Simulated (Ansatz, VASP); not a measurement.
## Cu3O2: VASP beside Ansatz

File INCAR:

```
SYSTEM = Cu3O2
PREC = Accurate
ENCUT = 520
EDIFF = 1E-7
ISMEAR = 0
SIGMA = 0.15
LREAL = .False.
LASPH = .True.
NELM = 80
ALGO = Normal
ISIF = 2
LWAVE = .False.
LCHARG = .False.
GGA = PS
NBANDS = 30
```

Contents of KPOINTS:

```
regular mesh
0
Gamma
  16 16 16
  0 0 0
```

Contents of POSCAR:

```
Cu3O2
1.0
   -2.0640734911      2.0640734911      3.6304514900
    2.0640734911     -2.0640734911      3.6304514900
    2.0640734911      2.0640734911     -3.6304514900
Cu O
3 2
Direct
    0.2500000000      0.7500000000      0.5000000000
    0.7500000000      0.2500000000      0.5000000000
    0.0000000000      0.0000000000      0.0000000000
    0.0000000000      0.5000000000      0.5000000000
    0.5000000000      0.0000000000      0.5000000000
```

Input for Ansatz:

```yaml
crystal:
  lattice:
    - [-2.0640734911, 2.0640734911, 3.63045149]
    - [2.0640734911, -2.0640734911, 3.63045149]
    - [2.0640734911, 2.0640734911, -3.63045149]
  atoms:
    - { symbol: Cu, position: [0.25, 0.75, 0.5] }
    - { symbol: Cu, position: [0.75, 0.25, 0.5] }
    - { symbol: Cu, position: [0.0, 0.0, 0.0] }
    - { symbol: O, position: [0.0, 0.5, 0.5] }
    - { symbol: O, position: [0.5, 0.0, 0.5] }
basis:
  ecutwfc: 420
kpoints:
  mp_grid: { grid: [16, 16, 16] }
hamiltonian:
  xc: pbesol
scf:
  occupations: { method: gaussian, width: 0.15 }
output:
  forces: true
  stress: true
  eigenvalues: true
```

Change from the starting cell: strain +0.0400 x Voigt [1, 1, 0, 0, 0, 0], atoms carried along.

Alike in both runs: task single point; functional PBEsol; k mesh 16 × 16 × 16; occupations gaussian, width 0.15 eV; no spin polarisation.

```csv
,VASP,Ansatz
version,VASP 6.6.1,Ansatz 0.2.0
potentials or method,"VASP PAW PBE potentials, release 64 (Cu, O), cutoff 520 eV","scalar-relativistic, plane waves, PAW"
valence electrons in the cell,45,69
```

Ansatz gave:

| Quantity | Value |
| --- | --- |
| gap on the k mesh at the Fermi level (eV) | none |
| pressure (GPa) | -6.7 |
| traceless stress, the component that is largest in VASP (GPa) | 0.62 |

Which values does VASP return?

gap on the k mesh at the Fermi level (eV): none; pressure (GPa): -6.0; traceless stress, the component that is largest in VASP (GPa): 1.50.

VASP's potentials were made for PBE, not for PBEsol. A gap of «none» marks a metal or a gap that the smearing closes. VASP's potentials hold 45 valence electrons a cell and Ansatz's 69, so a difference there can come from the potentials and not from the codes.
